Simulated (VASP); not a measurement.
Set up this calculation in VASP 6.6.1, as the native input.

| Item | Value |
| --- | --- |
| Task | single point |
| Functional | PBE |
| Potentials or basis | VASP PAW PBE potentials, release 64 (Co, Al) |
| Cutoff | 520 eV |
| k mesh | 13 × 9 × 9 |
| Occupations | fermi-dirac, width 0.1 eV |
| Spin | no spin polarisation |
| Dipole correction | no |
| Further INCAR settings | ALGO = Normal; EDIFF = 1e-06; NBANDS = 20 |

The structure of AlCo (CsCl type) lies in POSCAR:

```
AlCo
1.0
    0.0000000000      0.0000000000      2.8528193276
    2.8528193276     -2.8528193276      0.0000000000
    2.8528193276      2.8528193276      0.0000000000
Co Al
2 2
Direct
    0.0000000000      0.0000000000      0.0000000000
    0.0000000000      0.5000000000      0.5000000000
    0.5000000000      0.5000000000      0.0000000000
    0.5000000000      0.0000000000      0.5000000000
```

These files were run (other wordings do the same):

INCAR

```
SYSTEM = AlCo
PREC = Accurate ; ENCUT = 520
EDIFF = 1E-6 ; ISMEAR = -1
SIGMA = 0.1 ; LREAL = .FALSE.
LASPH = .TRUE. ; NELM = 60
ALGO = Normal ; ISIF = 2
LWAVE = .FALSE. ; LCHARG = .TRUE.
GGA = PE ; LELF = .TRUE.
LVHAR = .TRUE. ; NBANDS = 20
```

KPOINTS

```
Automatic mesh
0
G
  13 9 9
  0 0 0
```

Potentials or basis: VASP PAW PBE potentials, release 64 (Co, Al).

Command:

```sh
$ cat potpaw_PBE.64/Co/POTCAR potpaw_PBE.64/Al/POTCAR > POTCAR
$ mpirun -np 1 vasp_std > vasp.out
```

Results of the run:

```json
{
  "Pressure": "0.0 GPa",
  "Band gap on the k mesh": "zero (bands 12 and 13 overlap by 1.01 eV)"
}
```

Caveat: the run has no spin polarisation, though such a crystal can be magnetic.

Wall time 44 s on 1 thread of Intel(R) Xeon(R) Platinum 8488C (Sapphire Rapids), on a shared host, peak memory 0.21 GiB.
